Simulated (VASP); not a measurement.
**Cu: single point with PBEsol**

The system is Cu.

```
Cu
1.0
     0.00000    1.78099    1.78099
     1.78099    0.00000    1.78099
     1.78099    1.78099    0.00000
Cu
1
Direct
  0.00000 0.00000 0.00000
```

| Property | Result |
| --- | --- |
| Program | VASP 6.6.1 |
| Task | single point |
| Functional | PBEsol |
| Potentials or basis | VASP PAW PBE potentials, release 64 (Cu) |
| Cutoff | 520 eV |
| k mesh | 20 × 20 × 20 |
| Occupations | gaussian, width 0.05 eV |
| Spin | no spin polarisation |

* Pressure: 1.0 GPa

Levels at points of the mesh, in eV from the Fermi level:
```
           k point  band 2  band 3  band 4  band 5  band 6  band 7  band 8  band 9  band 10  band 11
(0.00, 0.00, 0.00)   -3.13   -3.13   -3.13   -2.24   -2.24   22.97   25.93   25.93    25.93    28.45
(0.50, 0.00, 0.00)   -3.16   -3.16   -1.63   -1.63   -1.14    4.00   21.44   22.75    22.75    25.71
(0.50, 0.50, 0.00)   -4.63   -1.65   -1.48   -1.48    1.46    7.45   13.41   13.41    18.05    21.02
```

Run time: 20 s on 1 thread of AMD EPYC 9R45 96-Core Processor (Zen 5), on a shared host, peak memory 0.12 GiB.

Caveat: the PAW data sets were made with another functional, which shifts forces and pressure a little.
